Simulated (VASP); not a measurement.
# Ir (Fm-3m) in VASP: a series of runs

The runs below take Ir through single point, with PBE+D3(BJ).

All numbers are computed with VASP 6.6.1; they aren't measurements. Logs are shortened: lines on timing, memory, paths and dates and some standing lists are left out, and cuts for length are marked.

## (1) The cell of the first run

The structure is cubic, space group Fm-3m (No. 225). The conventional cell has a = 3.726 Å, b = 3.726 Å, c = 3.726 Å, α = 90.00°, β = 90.00°, γ = 90.00°. Ir (site symmetry m-3m) has 12 Ir at 2.63 Å within 3.5 Å.

## (2) Single point, PBE+D3(BJ)

The input, INCAR:

```
PREC     = Accurate       # precision mode
ENCUT    = 520            # plane-wave cutoff, eV
EDIFF    = 1E-7           # SCF threshold, eV
ISMEAR   = -1             # smearing method
SIGMA    = 0.1            # smearing width, eV
LREAL    = False          # projectors in reciprocal space
LASPH    = True           # aspherical terms in the spheres
NELM     = 60             # most SCF steps
ALGO     = Normal         # electronic algorithm
ISIF     = 2              # what is computed and relaxed
LWAVE    = False          # write WAVECAR
LCHARG   = False          # write CHGCAR
GGA      = PE             # functional
IVDW     = 12             # dispersion correction
NBANDS   = 10             # bands
```

The input, KPOINTS:

```
regular mesh
0
Gamma
  13 13 13
```

The input, POSCAR:

```
Ir
1.0
    0.0000000000      1.8630911555      1.8630911555
    1.8630911555      0.0000000000      1.8630911555
    1.8630911555      1.8630911555      0.0000000000
Ir
1
Direct
    0.0000000000      0.0000000000      0.0000000000
```

Potentials or basis: VASP PAW PBE potentials, release 64 (Ir).

Started as:

```console
$ cat potpaw_PBE.64/Ir/POTCAR > POTCAR
$ mpirun -np 1 vasp_std > vasp.out
```

OUTCAR:

```text
PREC = Accurate
   ENCUT = 520
   EDIFF = 1E-7
   ISMEAR = -1
   LREAL = False
   LASPH = True
   NELM = 60
   ISIF = 2
   GGA = PE
   IVDW = 12
 IVDW          = 12

 ion  position               nearest neighbor table
   1  0.000  0.000  0.000-

  LATTYP: Found a face centered cubic cell.
 ALAT       =     3.7261823110

  Lattice vectors:

 A1 = (   0.0000000000,   1.8630911555,   1.8630911555)
 A2 = (   1.8630911555,   0.0000000000,   1.8630911555)
 A3 = (   1.8630911555,   1.8630911555,   0.0000000000)

Analysis of symmetry for initial positions (statically):
=====================================================================
 Subroutine PRICEL returns:
 Original cell was already a primitive cell.

 Routine SETGRP: Setting up the symmetry group for a
 face centered cubic supercell.

 Subroutine GETGRP returns: Found 48 space group operations
 (whereof 48 operations were pure point group operations)
 out of a pool of 48 trial point group operations.

The static configuration has the point symmetry O_h .

Analysis of symmetry for dynamics (positions and initial velocities):
=====================================================================
 Subroutine PRICEL returns:
 Original cell was already a primitive cell.

 Routine SETGRP: Setting up the symmetry group for a
 face centered cubic supercell.

 Subroutine GETGRP returns: Found 48 space group operations
 (whereof 48 operations were pure point group operations)
 out of a pool of 48 trial point group operations.

The dynamic configuration has the point symmetry O_h .

 Subroutine INISYM returns: Found 48 space group operations
 (whereof 48 operations are pure point group operations),
 and found     1 'primitive' translations

----------------------------------------------------------------------------------------

                                     Primitive cell

  volume of cell :      12.9340

  direct lattice vectors                    reciprocal lattice vectors
     0.000000000  1.863091156  1.863091156    -0.268371195  0.268371195  0.268371195
     1.863091156  0.000000000  1.863091156     0.268371195 -0.268371195  0.268371195
     1.863091156  1.863091156  0.000000000     0.268371195  0.268371195 -0.268371195

  length of vectors
     2.634808780  2.634808780  2.634808780     0.464832545  0.464832545  0.464832545

  position of ions in fractional coordinates (direct lattice)
     0.000000000  0.000000000  0.000000000

  ion indices of the primitive-cell ions
   primitive index   ion index
                 1           1

----------------------------------------------------------------------------------------

 KPOINTS: regular mesh

Automatic generation of k-mesh.
 Grid dimensions read from file:
 generate k-points for:   13   13   13

 Generating k-lattice:

  Cartesian coordinates                     Fractional coordinates (reciprocal lattice)
    -0.020643938  0.020643938  0.020643938     0.076923077  0.000000000  0.000000000
     0.020643938 -0.020643938  0.020643938     0.000000000  0.076923077  0.000000000
     0.020643938  0.020643938 -0.020643938     0.000000000  0.000000000  0.076923077

  Length of vectors
     0.035756350  0.035756350  0.035756350

  Shift w.r.t. Gamma in fractional coordinates (k-lattice)
     0.000000000  0.000000000  0.000000000

 Subroutine IBZKPT returns following result:
 ===========================================

 Found     84 irreducible k-points:

 Following reciprocal coordinates:
            Coordinates               Weight
  0.000000  0.000000  0.000000      1.000000
  0.076923  0.000000  0.000000      8.000000
  0.153846  0.000000  0.000000      8.000000
  0.230769  0.000000  0.000000      8.000000
  0.307692  0.000000  0.000000      8.000000
  0.384615  0.000000  0.000000      8.000000
[... 16 lines left out ...]
  0.384615  0.153846  0.000000     24.000000
  0.461538  0.153846  0.000000     24.000000
 [... further k-points ...]
   k-points           NKPTS =     84   k-points in BZ     NKDIM =     84   number of bands    NBANDS=     10
   number of dos      NEDOS =    301   number of ions     NIONS =      1
   total plane-waves  NPLWV =   8000
   dimension x,y,z NGX =    20 NGY =   20 NGZ =   20
   dimension x,y,z NGXF=    40 NGYF=   40 NGZF=   40
   ions per type =               1
   NGX,Y,Z   is equivalent  to a cutoff of  12.62, 12.62, 12.62 a.u.
   NGXF,Y,Z  is equivalent  to a cutoff of  25.24, 25.24, 25.24 a.u.
 SYSTEM =  unknown system
   PREC   = accura    normal or accurate (medium, high low for compatibility)
   ISTART =      0    job   : 0-new  1-cont  2-samecut
   ICHARG =      2    charge: 1-file 2-atom 10-const
   ISPIN  =      1    spin polarized calculation?
   LNONCOLLINEAR =      F non collinear calculations
   LSORBIT =      F    spin-orbit coupling
   LASPH  =      T    aspherical Exc in radial PAW
   ENCUT  =  520.0 eV  38.22 Ry    6.18 a.u.   4.90  4.90  4.90*2*pi/ulx,y,z
   NELM   =     60;   NELMIN=  2; NELMDL= -5     # of ELM steps
   EDIFF  = 0.1E-06   stopping-criterion for ELM
   LREAL  =      F    real-space projection
   EDIFFG = 0.1E-05   stopping-criterion for IOM
   NSW    =      0    number of steps for IOM
   IBRION =     -1    ionic relax: 0-MD 1-quasi-New 2-CG
   NFREE  =      0    steps in history (QN), initial steepest desc. (CG)
   ISIF   =      2    stress and relaxation
   ISYM   =      2    0-nonsym 1-usesym 2-fastsym
   POTIM  = 0.5000    time-step for ionic-motion
   TEBEG  =    0.0;   TEEND  =   0.0 temperature during run
   PSTRESS=    0.0 pullay stress
   NELECT =       9.0000    total number of electrons
   NUPDOWN=      -1.0000    fix difference up-down
   EMIN   =  10.00;   EMAX   =-10.00  energy-range for DOS
   EFERMI =   0.00;   METHOD = LEGACY
   ISMEAR =    -1;   SIGMA  =   0.10  broadening in eV -4-tet -1-fermi 0-gaus
   EFERMI_NEDOS =   21; number of points for ismear=-14 and -15
   IALGO  =     38    algorithm
   IMIX   =      4    mixing-type and parameters
     AMIX     =   0.40;   BMIX     =  1.00
     AMIX_MAG =   1.60;   BMIX_MAG =  1.00
  volume/ion in A,a.u.               =      12.93        87.28
  Fermi-wavevector in a.u.,A,eV,Ry     =   1.450702  2.741429 28.633957  2.104537
  Thomas-Fermi vector in A             =   2.568284
   LORBIT       =      0    0 simple, 1 ext, 2 COOP (PROOUT), +10 PAW based schemes
   GGA     = PE    functional components
   LHFCALC =     F    Hartree Fock is set to
   AEXX    =    0.0000 exact exchange contribution
   IVDW    =    12    specifies the selected vdW correction
   LEPSILON=     F    determine dielectric tensor
   LRPA    =     F    only Hartree local field effects (RPA)
 non-spin polarized calculation
  energy-cutoff  :      520.00
  volume of cell :       12.93
 maximum number of plane-waves:       359
   NGX =  9   NGY =  9   NGZ =  9

 number of electron       8.9999999 magnetization

 Free energy of the ion-electron system (eV)
  ---------------------------------------------------
  ext. energy  EPLUGINS =         0.00000000
  ---------------------------------------------------
  free energy    TOTEN  =        -8.61740204 eV

  energy without entropy =       -8.58552356  energy(sigma->0) =       -8.60146280

 E-fermi :  12.0665     XC(G=0): -14.5263

 val. band max:       12.0149000391   @ k =  -0.3077   0.3077   0.0769
 cond. band min:      12.1036006096   @ k =   0.4615   0.1538   0.0769
 fundamental gap:      0.0887005705
 Fermi energy:        12.0664731819

 k-point     1 :       0.0000    0.0000    0.0000
  band No.  band energies     occupation
      1      -0.0777      2.00000
      2       7.5865      2.00000
      3       7.5865      2.00000
      4       7.5865      2.00000
      5      10.6898      2.00000
      6      10.6898      2.00000
      7      26.1365      0.00000
      8      32.2774      0.00000
      9      32.2774      0.00000
     10      32.2774      0.00000

 k-point     2 :       0.0769    0.0000    0.0000
  band No.  band energies     occupation
      1       0.2109      2.00000
      2       7.4263      2.00000
      3       7.7136      2.00000
      4       7.7136      2.00000
      5      10.6036      2.00000
      6      10.6036      2.00000
      7      26.6527      0.00000
      8      30.9515      0.00000
      9      32.7711      0.00000
     10      32.7711      0.00000

 k-point     3 :       0.1538    0.0000    0.0000
  band No.  band energies     occupation
      1       1.0074      2.00000
      2       7.0866      2.00000
      3       7.9925      2.00000
      4       7.9925      2.00000
      5      10.4874      2.00000
      6      10.4874      2.00000
      7      27.8470      0.00000
      8      28.9230      0.00000
      9      34.1695      0.00000
     10      34.1695      0.00000

 k-point     4 :       0.2308    0.0000    0.0000
  band No.  band energies     occupation
      1       2.0444      2.00000
      2       6.9642      2.00000
      3       8.1098      2.00000
      4       8.1098      2.00000
      5      10.7264      2.00000
      6      10.7264      2.00000
      7      26.5796      0.00000
      8      29.3477      0.00000
      9      36.2295      0.00000
     10      36.2295      0.00000
[... 222 lines left out ...]
 k-point    22 :       0.3077    0.1538    0.0000
  band No.  band energies     occupation
      1       3.1866      2.00000
      2       5.9618      2.00000
      3       7.8186      2.00000
      4       8.9605      2.00000
      5      10.7821      1.99999
      6      12.0011      1.31588
      7      27.0886      0.00000
      8      30.4251      0.00000
      9      32.7363      0.00000
     10      33.7056      0.00000

 k-point    23 :       0.3846    0.1538    0.0000
  band No.  band energies     occupation
      1       3.7099      2.00000
      2       6.5302      2.00000
      3       7.3428      2.00000
      4       8.7533      2.00000
      5      12.4745      0.03326
      6      12.7483      0.00218
      7      24.4275      0.00000
      8      28.8953      0.00000
      9      31.9874      0.00000
     10      34.1499      0.00000

 k-point    24 :       0.4615    0.1538    0.0000
  band No.  band energies     occupation
      1       3.7899      2.00000
      2       6.7181      2.00000
      3       7.9912      2.00000
      4       8.4791      2.00000
      5      13.2042      0.00002
      6      14.4455      0.00000
      7      21.5397      0.00000
      8      27.8339      0.00000
      9      31.4267      0.00000
     10      32.9050      0.00000

 [... further k-points ...]

------------------------ aborting loop because EDIFF is reached ----------------------------------------

 Edisp (eV)   -0.80677

 E8    (eV) :    -0.3767

  FORCE on cell =-STRESS in cart. coord.  units (eV):
  Direction    XX          YY          ZZ          XY          YZ          ZX
  --------------------------------------------------------------------------------------
  -------------------------------------------------------------------------------------
  Total       3.59020     3.59020     3.59020     0.00000     0.00000     0.00000
  in kB     444.73074   444.73074   444.73074     0.00000     0.00000     0.00000
  external pressure =      444.73 kB  Pullay stress =        0.00 kB

 VOLUME and BASIS-vectors are now :
 -----------------------------------------------------------------------------
  energy-cutoff  :      520.00
  volume of cell :       12.93
      direct lattice vectors                 reciprocal lattice vectors
     0.000000000  1.863091156  1.863091156    -0.268371195  0.268371195  0.268371195
     1.863091156  0.000000000  1.863091156     0.268371195 -0.268371195  0.268371195
     1.863091156  1.863091156  0.000000000     0.268371195  0.268371195 -0.268371195

 POSITION                                       TOTAL-FORCE (eV/Angst)
 -----------------------------------------------------------------------------------
      0.00000      0.00000      0.00000         0.000000      0.000000      0.000000
 -----------------------------------------------------------------------------------
    total drift:                               -0.000000     -0.000000     -0.000000

  FREE ENERGIE OF THE ION-ELECTRON SYSTEM (eV)
  ---------------------------------------------------
  free  energy   TOTEN  =        -9.4241765426 eV

  energy  without entropy=       -9.3922980630  energy(sigma->0) =       -9.40823730
```

It took 13 s on 1 thread of AMD EPYC 7R13, shared host; peak memory 0.11 GiB.

What came out:

- Free energy: -9.4242 eV
- Pressure: 44.5 GPa
- Dispersion energy per atom: -0.807 eV

Levels at points of the mesh, in eV from the Fermi level:
```csv
k point,band 1,band 2,band 3,band 4,band 5,band 6,band 7,band 8
"(0.00, 0.00, 0.00)",-12.14,-4.48,-4.48,-4.48,-1.38,-1.38,14.07,20.21
```

Caveat: spin-orbit coupling is left out, which moves the levels of the heavy elements; pairwise dispersion overbinds metals, which lowers pressure and volume.

(Part 1 of 2 ends here.)
